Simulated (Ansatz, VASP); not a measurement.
SiB2: VASP beside Ansatz

```
Si B
1.0
     3.05512    0.00000    0.00000
     0.00000    3.05512    0.00000
     0.00000    0.00000    3.21676
Si B
1 2
Cartesian
  0.0000 0.0000 1.6084
  1.5276 1.5276 2.4064
  1.5276 1.5276 0.8104
```

Alike in both runs: functional PBE; k mesh 16 × 16 × 14; occupations gaussian, width 0.1 eV; no spin polarisation.

Ansatz relaxed the structure, and its values are those at the end. VASP's run is a single point on that final structure, the one shown.

|  | VASP | Ansatz |
| --- | --- | --- |
| version | VASP 6.6.1 | Ansatz 0.2.0 |
| potentials or method | VASP PAW PBE potentials, release 64 (Si, B), cutoff 520 eV | scalar-relativistic, plane waves, PAW |
| valence electrons in the cell | 10 | 10 |

```csv
,VASP,Ansatz,Ansatz less VASP
gap on the k mesh at the Fermi level (eV),none,none,-
pressure (GPa),0.0,0.0,+0.02
rms of the force components (eV/Å),0.005,0.000,-0.0051
```

A gap of «none» marks a metal or a gap that the smearing closes.
